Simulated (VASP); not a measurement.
Runs of VASP 6.6.1 on Sc. The structure is that of space group I4/mmm (No. 139), or close to it. The cells are those of the table. 

| level | potentials or basis | spin | U | cell | k mesh | smearing | gap on the mesh (eV) | pressure (GPa) |
| --- | --- | --- | --- | --- | --- | --- | --- | --- |
| PBE | VASP PAW PBE potentials, release 64 (Sc_sv) | off | - | a = 3.210 Å, angles 106.6, 106.6, 115.3°, 1 atom | 10 × 10 × 10 | fermi-dirac 0.05 eV | none | -0.8 |
| LDA+U | VASP PAW LDA potentials, release 64 (Sc_sv) | collinear, ferromagnetic start | Sc d U = 3.0 eV | a = 3.231 Å, angles 106.6, 106.6, 115.3°, 1 atom | 10 × 10 × 10 | fermi-dirac 0.025 eV | none | -1.5 |
| PBE | VASP PAW PBE potentials, release 64 (Sc_sv) | off | - | a = 3.210 Å, angles 106.6, 106.6, 115.3°, 1 atom | 7 × 7 × 7 | fermi-dirac 0.02 eV | none | (a) |
| r2SCAN+rVV10+U | VASP PAW PBE potentials, release 64 (Sc_sv) | off | Sc d U = 8.0 eV | a = 3.188 Å, angles 106.6, 106.6, 115.3°, 1 atom | 10 × 10 × 10 | fermi-dirac 0.1 eV | none | 14.0 |

Alike in all rows: task single point; cutoff (eV) 520.

Problem. Fill in the values left out.

Solution. (a) -0.9.

Caveats: the U is typed as a test and isn't derived for this compound (some runs); the PAW data sets were made with another functional, which shifts forces and pressure a little (some runs); U without spin polarisation on a metal has little footing (some runs).

A gap of «none» marks levels without a gap at the run's occupations.
